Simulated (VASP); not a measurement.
# Tb4WO (P6/mmm) in VASP: a series of runs

Tb4WO is run at these levels: PBE; tasks: relaxation of cell and atoms.

Program: VASP 6.6.1. These are calculated values, not measurements. Logs are shortened: lines on timing, memory, paths and dates and some standing lists are left out, and cuts for length are marked.

### 1 The cell of the first run

Symmetry: P6/mmm, No. 191, hexagonal system. Conventional cell: a = 5.091 Å, b = 5.091 Å, c = 6.603 Å, α = 90.00°, β = 90.00°, γ = 120.00°. Within 3.9 Å of Tb (site symmetry 3m) lie 5 Tb at 2.94 to 3.37 Å and 3 W at 3.36 Å and 3 O at 3.39 Å. W (site symmetry 6/mmm) has 2 O at 3.30 Å and 12 Tb at 3.36 Å within 4.3 Å. Within 4.3 Å of O (site symmetry 6/mmm) lie 2 W at 3.30 Å and 12 Tb at 3.39 Å.

The cell was generated, and may not be a known phase.

### 2 Relaxation of cell and atoms, PBE

INCAR reads:

```
PREC = Accurate ; ENCUT = 600
EDIFF = 1E-7 ; ISMEAR = 0
SIGMA = 0.2 ; LREAL = False
LASPH = True ; NELM = 200
ALGO = Normal ; ISIF = 3
LWAVE = False ; LCHARG = False
GGA = PE ; IBRION = 2
NSW = 36 ; EDIFFG = -0.08
GGA_COMPAT = False ; NELMIN = 4
LMAXMIX = 6
```

KPOINTS reads:

```
Automatic mesh
0
Gamma
  4 4 3
```

POSCAR reads:

```
Tb4WO
1.0
    5.0910487000      0.0000000000      0.0000000000
   -2.5455243500      4.4089775100      0.0000000000
    0.0000000000      0.0000000000      6.6026183000
Tb W O
4 1 1
Direct
    0.3333333300      0.6666666700      0.2451734300
    0.3333333300      0.6666666700      0.7548265700
    0.6666666700      0.3333333300      0.7548265700
    0.6666666700      0.3333333300      0.2451734300
    0.0000000000      0.0000000000      0.0000000000
    0.0000000000      0.0000000000      0.5000000000
```

Potentials or basis: VASP PAW PBE potentials, release 64 (Tb_3, W_sv, O), 4f in core.

Command:

```console
$ cat potpaw_PBE.64/Tb_3/POTCAR potpaw_PBE.64/W_sv/POTCAR potpaw_PBE.64/O/POTCAR > POTCAR
$ mpirun -np 1 vasp_std > vasp.out
```

OUTCAR:

```text
PREC = Accurate
   ENCUT = 600
   EDIFF = 1E-7
   ISMEAR = 0
   LREAL = False
   LASPH = True
   NELM = 200
   ISIF = 3
   GGA = PE
   IBRION = 2
   NSW = 36
   EDIFFG = -0.08
   NELMIN = 4

 ion  position               nearest neighbor table
   1  0.333  0.667  0.245-   4 2.94   4 2.94   4 2.94   2 3.24   5 3.36   5 3.36   5 3.36   2 3.37

   2  0.333  0.667  0.755-   3 2.94   3 2.94   3 2.94   1 3.24   5 3.36   5 3.36   5 3.36   1 3.37

   3  0.667  0.333  0.755-   2 2.94   2 2.94   2 2.94   4 3.24   5 3.36   5 3.36   5 3.36   4 3.37

   4  0.667  0.333  0.245-   1 2.94   1 2.94   1 2.94   3 3.24   5 3.36   5 3.36   5 3.36   3 3.37

   5  0.000  0.000  0.000-   1 3.36   2 3.36   3 3.36   4 3.36   3 3.36   4 3.36   1 3.36   2 3.36
                             3 3.36   4 3.36   1 3.36   2 3.36
   6  0.000  0.000  0.500-

  LATTYP: Found a hexagonal cell.
 ALAT       =     5.0910487000
 C/A-ratio  =     1.2969073150

  Lattice vectors:

 A1 = (   5.0910487000,   0.0000000000,   0.0000000000)
 A2 = (  -2.5455243500,   4.4089775100,   0.0000000000)
 A3 = (   0.0000000000,   0.0000000000,   6.6026183000)

Analysis of symmetry for initial positions (statically):
=====================================================================
 Subroutine PRICEL returns:
 Original cell was already a primitive cell.

 Routine SETGRP: Setting up the symmetry group for a
 hexagonal supercell.

 Subroutine GETGRP returns: Found 24 space group operations
 (whereof 24 operations were pure point group operations)
 out of a pool of 24 trial point group operations.

The static configuration has the point symmetry D_6h.

Analysis of symmetry for dynamics (positions and initial velocities):
=====================================================================
 Subroutine PRICEL returns:
 Original cell was already a primitive cell.

 Routine SETGRP: Setting up the symmetry group for a
 hexagonal supercell.

 Subroutine GETGRP returns: Found 24 space group operations
 (whereof 24 operations were pure point group operations)
 out of a pool of 24 trial point group operations.

The dynamic configuration has the point symmetry D_6h.

 Subroutine INISYM returns: Found 24 space group operations
 (whereof 24 operations are pure point group operations),
 and found     1 'primitive' translations

----------------------------------------------------------------------------------------

                                     Primitive cell

  volume of cell :     148.2045

  direct lattice vectors                    reciprocal lattice vectors
     5.091048700  0.000000000  0.000000000     0.196423185  0.113404979  0.000000000
    -2.545524350  4.408977510  0.000000000     0.000000000  0.226809957  0.000000000
     0.000000000  0.000000000  6.602618300     0.000000000  0.000000000  0.151455067

  length of vectors
     5.091048700  5.091048703  6.602618300     0.226809957  0.226809957  0.151455067

  position of ions in fractional coordinates (direct lattice)
     0.333333330  0.666666670  0.245173430
     0.333333330  0.666666670  0.754826570
     0.666666670  0.333333330  0.754826570
     0.666666670  0.333333330  0.245173430
     0.000000000  0.000000000  0.000000000
     0.000000000  0.000000000  0.500000000

  ion indices of the primitive-cell ions
   primitive index   ion index
                 1           1
                 2           2
                 3           3
                 4           4
                 5           5
                 6           6

----------------------------------------------------------------------------------------

 KPOINTS: Automatic mesh

Automatic generation of k-mesh.
 Grid dimensions read from file:
 generate k-points for:    4    4    3

 Generating k-lattice:

  Cartesian coordinates                     Fractional coordinates (reciprocal lattice)
     0.049105796  0.028351245  0.000000000     0.250000000  0.000000000  0.000000000
     0.000000000  0.056702489  0.000000000     0.000000000  0.250000000  0.000000000
     0.000000000  0.000000000  0.050485022     0.000000000  0.000000000  0.333333333

  Length of vectors
     0.056702489  0.056702489  0.050485022

  Shift w.r.t. Gamma in fractional coordinates (k-lattice)
     0.000000000  0.000000000  0.000000000

 Subroutine IBZKPT returns following result:
 ===========================================

 Found      8 irreducible k-points:

 Following reciprocal coordinates:
            Coordinates               Weight
  0.000000  0.000000  0.000000      1.000000
  0.250000  0.000000  0.000000      6.000000
  0.500000  0.000000  0.000000      3.000000
  0.250000  0.250000  0.000000      6.000000
  0.000000  0.000000  0.333333      2.000000
  0.250000  0.000000  0.333333     12.000000
  0.500000  0.000000  0.333333      6.000000
  0.250000  0.250000  0.333333     12.000000
   k-points           NKPTS =      8   k-points in BZ     NKDIM =      8   number of bands    NBANDS=     33
   number of dos      NEDOS =    301   number of ions     NIONS =      6
   total plane-waves  NPLWV =  95256
   dimension x,y,z NGX =    42 NGY =   42 NGZ =   54
   dimension x,y,z NGXF=    84 NGYF=   84 NGZF=  108
   ions per type =               4   1   1
   NGX,Y,Z   is equivalent  to a cutoff of  13.71, 13.71, 13.60 a.u.
   NGXF,Y,Z  is equivalent  to a cutoff of  27.43, 27.43, 27.19 a.u.
 SYSTEM =  unknown system
   PREC   = accura    normal or accurate (medium, high low for compatibility)
   ISTART =      0    job   : 0-new  1-cont  2-samecut
   ICHARG =      2    charge: 1-file 2-atom 10-const
   ISPIN  =      1    spin polarized calculation?
   LNONCOLLINEAR =      F non collinear calculations
   LSORBIT =      F    spin-orbit coupling
   LASPH  =      T    aspherical Exc in radial PAW
   ENCUT  =  600.0 eV  44.10 Ry    6.64 a.u.  10.17 10.17 13.19*2*pi/ulx,y,z
   NELM   =    200;   NELMIN=  4; NELMDL= -5     # of ELM steps
   EDIFF  = 0.1E-06   stopping-criterion for ELM
   LREAL  =      F    real-space projection
   EDIFFG = -.8E-01   stopping-criterion for IOM
   NSW    =     36    number of steps for IOM
   IBRION =      2    ionic relax: 0-MD 1-quasi-New 2-CG
   NFREE  =      1    steps in history (QN), initial steepest desc. (CG)
   ISIF   =      3    stress and relaxation
   ISYM   =      2    0-nonsym 1-usesym 2-fastsym
   POTIM  = 0.5000    time-step for ionic-motion
   TEBEG  =    0.0;   TEEND  =   0.0 temperature during run
   PSTRESS=    0.0 pullay stress
   NELECT =      56.0000    total number of electrons
   NUPDOWN=      -1.0000    fix difference up-down
   EMIN   =  10.00;   EMAX   =-10.00  energy-range for DOS
   EFERMI =   0.00;   METHOD = LEGACY
   ISMEAR =     0;   SIGMA  =   0.20  broadening in eV -4-tet -1-fermi 0-gaus
   EFERMI_NEDOS =   21; number of points for ismear=-14 and -15
   IALGO  =     38    algorithm
   IMIX   =      4    mixing-type and parameters
     AMIX     =   0.40;   BMIX     =  1.00
     AMIX_MAG =   1.60;   BMIX_MAG =  1.00
  volume/ion in A,a.u.               =      24.70       166.69
  Fermi-wavevector in a.u.,A,eV,Ry     =   1.183542  2.236570 19.058661  1.400772
  Thomas-Fermi vector in A             =   2.319774
   LORBIT       =      0    0 simple, 1 ext, 2 COOP (PROOUT), +10 PAW based schemes
   GGA     = PE    functional components
   LHFCALC =     F    Hartree Fock is set to
   AEXX    =    0.0000 exact exchange contribution
   IVDW    =     0    specifies the selected vdW correction
   LEPSILON=     F    determine dielectric tensor
   LRPA    =     F    only Hartree local field effects (RPA)
 conjugate gradient relaxation of ions
 non-spin polarized calculation
 Gauss-broadening in eV      SIGMA  =   0.20
  energy-cutoff  :      600.00
  volume of cell :      148.20
 maximum number of plane-waves:      4965
 NGX is ok and might be reduce to    42
   NGX = 21   NGY = 21   NGZ = 27

--------------------------------------- Ionic step        1  -------------------------------------------

 number of electron      55.9999994 magnetization

 Free energy of the ion-electron system (eV)
  ---------------------------------------------------
  ext. energy  EPLUGINS =         0.00000000
  ---------------------------------------------------
  free energy    TOTEN  =       -32.04595529 eV

  energy without entropy =      -31.89361114  energy(sigma->0) =      -31.96978321

------------------------ aborting loop because EDIFF is reached ----------------------------------------

  FORCE on cell =-STRESS in cart. coord.  units (eV):
  Direction    XX          YY          ZZ          XY          YZ          ZX
  --------------------------------------------------------------------------------------
  -------------------------------------------------------------------------------------
  Total       -4.4551414     -4.4551414     -5.5649753      0.0000000      0.0000000      0.0000000
  in kB      -48.1626919    -48.1626920    -60.1606465      0.0000000      0.0000000      0.0000000
  external PRESSURE =     -52.1620101 kB  Pullay stress =       0.0000000 kB

 VOLUME and BASIS-vectors are now :
 -----------------------------------------------------------------------------
  energy-cutoff  :      600.00
  volume of cell :      148.20
      direct lattice vectors                 reciprocal lattice vectors
     5.091048700  0.000000000  0.000000000     0.196423185  0.113404979  0.000000000
    -2.545524350  4.408977510  0.000000000     0.000000000  0.226809957  0.000000000
     0.000000000  0.000000000  6.602618300     0.000000000  0.000000000  0.151455067

 POSITION                                       TOTAL-FORCE (eV/Angst)
 -----------------------------------------------------------------------------------
     -0.00000      2.93932      1.61879        -0.000000      0.000000     -0.618841
     -0.00000      2.93932      4.98383        -0.000000      0.000000      0.618841
      2.54552      1.46966      4.98383        -0.000000     -0.000000      0.618841
      2.54552      1.46966      1.61879         0.000000     -0.000000     -0.618841
      0.00000      0.00000      0.00000         0.000000      0.000000      0.000000
      0.00000      0.00000      3.30131         0.000000      0.000000      0.000000
 -----------------------------------------------------------------------------------
    total drift:                                0.000000      0.000000      0.000000
[... 70 lines left out ...]
 POSITION                                       TOTAL-FORCE (eV/Angst)
 -----------------------------------------------------------------------------------
     -0.00000      2.85487      1.53787         0.000000     -0.000000     -0.106877
     -0.00000      2.85487      4.82779        -0.000000      0.000000      0.106877
      2.47239      1.42744      4.82779        -0.000000      0.000000      0.106877
      2.47239      1.42744      1.53787         0.000000     -0.000000     -0.106877
      0.00000      0.00000      0.00000         0.000000     -0.000000      0.000000
     -0.00000      0.00000      3.18283         0.000000      0.000000      0.000000
 -----------------------------------------------------------------------------------
    total drift:                               -0.000000      0.000000      0.000000

  FREE ENERGIE OF THE ION-ELECTRON SYSTEM (eV)
  ---------------------------------------------------
  free  energy   TOTEN  =       -32.3168697239 eV

  energy  without entropy=      -32.1723921277  energy(sigma->0) =      -32.24463093

--------------------------------------- Ionic step        4  -------------------------------------------

 number of electron      56.0000004 magnetization

 Free energy of the ion-electron system (eV)
  ---------------------------------------------------
  ext. energy  EPLUGINS =         0.00000000
  ---------------------------------------------------
  free energy    TOTEN  =       -32.32049507 eV

  energy without entropy =      -32.17096570  energy(sigma->0) =      -32.24573039

 E-fermi :   4.4285     XC(G=0): -10.8436

 val. band max:        4.3665021321   @ k =   0.2500   0.0000   0.0000
 cond. band min:       4.4640650838   @ k =   0.2500   0.2500   0.0000
 fundamental gap:      0.0975629517
 Fermi energy:         4.4285207540

 k-point     1 :       0.0000    0.0000    0.0000
  band No.  band energies     occupation
      1     -68.9840      2.00000
      2     -33.2648      2.00000
      3     -33.0693      2.00000
      4     -33.0693      2.00000
      5     -18.8365      2.00000
      6     -18.8365      2.00000
[... 25 lines left out ...]
     32       5.9774      0.00000
     33       5.9774      0.00000
[... 263 lines left out ...]
 VOLUME and BASIS-vectors are now :
 -----------------------------------------------------------------------------
  energy-cutoff  :      600.00
  volume of cell :      135.12
      direct lattice vectors                 reciprocal lattice vectors
     4.959039826  0.000000000  0.000000000     0.201651940  0.116423802  0.000000000
    -2.479519913  4.294654471  0.000000000     0.000000000  0.232847603 -0.000000000
    -0.000000000  0.000000000  6.344376529     0.000000000 -0.000000000  0.157619901

 POSITION                                       TOTAL-FORCE (eV/Angst)
 -----------------------------------------------------------------------------------
     -0.00000      2.86310      1.52749         0.000000     -0.000000     -0.036292
     -0.00000      2.86310      4.81689        -0.000000      0.000000      0.036292
      2.47952      1.43155      4.81689        -0.000000      0.000000      0.036292
      2.47952      1.43155      1.52749         0.000000     -0.000000     -0.036292
     -2.47952      4.29465      0.00000         0.000000     -0.000000      0.000000
     -0.00000      0.00000      3.17219         0.000000      0.000000      0.000000
 -----------------------------------------------------------------------------------
    total drift:                               -0.000000      0.000000      0.000000

  FREE ENERGIE OF THE ION-ELECTRON SYSTEM (eV)
  ---------------------------------------------------
  free  energy   TOTEN  =       -32.3204950696 eV

  energy  without entropy=      -32.1709657041  energy(sigma->0) =      -32.24573039

 reached required accuracy - stopping structural energy minimisation
```

Run time: 2.2 min. Hardware: 1 thread of Intel Xeon 6975P-C (Granite Rapids), shared host; peak memory 0.32 GiB.

Results:

```
Free energy                           : -32.3205 eV
Relaxed volume                        : 22.52 Å³/atom
Relaxed cell                          : a = 4.959 Å, b = 4.959 Å, c = 6.344 Å, α = 90.00°, β = 90.00°, γ = 120.00°
Space group after relaxing (to 0.1 Å) : P6/mmm (No. 191)
Energy gained by relaxing             : 45.8 meV/atom
Ionic steps                           : 4
Pressure after relaxing               : 0.1 GPa
Largest force after relaxing          : 0.036 eV/Å
Band gap on the k mesh                : zero (bands 28 and 29 overlap by 0.75 eV)
```

Forces in eV/Å, atoms in the order of the input:
```
Tb   0.000  0.000 -0.036
Tb   0.000  0.000  0.036
Tb   0.000  0.000  0.036
Tb   0.000  0.000 -0.036
W    0.000  0.000  0.000
O    0.000  0.000  0.000
```

Stress tensor (GPa, compression positive):
```
 0.12  0.00  0.00
 0.00  0.12  0.00
 0.00  0.00 -0.03
```

Step by step:
```csv
step,energy change (eV),largest force (eV/Å),pressure (GPa),volume (Å³)
1,0.0000,0.6188,-5.22,148.20
2,-0.2518,0.0554,1.94,131.61
3,-0.2709,0.1069,0.19,134.79
4,-0.2745,0.0363,0.07,135.12
```

Final structure:
```
Tb W O
1.0
     4.95904    0.00000    0.00000
    -2.47952    4.29465    0.00000
     0.00000    0.00000    6.34438
Tb W O
4 1 1
Direct
  0.33333 0.66667 0.24076
  0.33333 0.66667 0.75924
  0.66667 0.33333 0.75924
  0.66667 0.33333 0.24076
  0.00000 0.00000 0.00000
  0.00000 0.00000 0.50000
```

Levels at points of the mesh, in eV from the Fermi level:
```
           k point  band 26  band 27  band 28  band 29  band 30  band 31
(0.00, 0.00, 0.00)    -0.82     0.16     0.31     0.73     0.73     0.73
(0.50, 0.00, 0.00)    -0.82    -0.76    -0.20     0.27     0.39     0.42
```

Caveat: spin-orbit coupling is left out, which moves the levels of the heavy elements; the 4f electrons are frozen in the core, so they carry no moment and show no levels; the run has no spin polarisation, though such a crystal can be magnetic; the relaxation stopped at a loose force limit of 0.08 eV/Å, so its end isn't a converged minimum.

(Part 1 of 2 ends here.)

The gap in the log of VASP goes by the Fermi energy; the results here count the filled bands.